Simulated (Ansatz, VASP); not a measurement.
# One calculation of AlP, two programs

```
Al P
1.0
     0.00000    2.73200    2.73200
     2.73200    0.00000    2.73200
     2.73200    2.73200    0.00000
Al P
1 1
Cartesian
  0.0000 0.0000 0.0000
  1.3660 1.3660 1.3660
```

Alike in both runs: task single point; functional LDA; k mesh 6 × 6 × 6; occupations gaussian, width 0.1 eV; no spin polarisation.

```csv
,VASP,Ansatz
version,VASP 6.6.1,Ansatz 0.2.0
potentials or method,"VASP PAW LDA potentials, release 64 (Al, P), cutoff 500 eV","scalar-relativistic, plane waves, PAW"
valence electrons in the cell,8,8
```

VASP gave:

* gap on the k mesh at the Fermi level (eV): 1.44
* least direct gap on the mesh (eV): 3.10
* pressure (GPa): -1.4

Which values does Ansatz return?

gap on the k mesh at the Fermi level (eV): 1.45; least direct gap on the mesh (eV): 3.09; pressure (GPa): -1.4.

LDA's correlation is that of Perdew and Zunger in VASP and of Perdew and Wang (1992) in Ansatz.
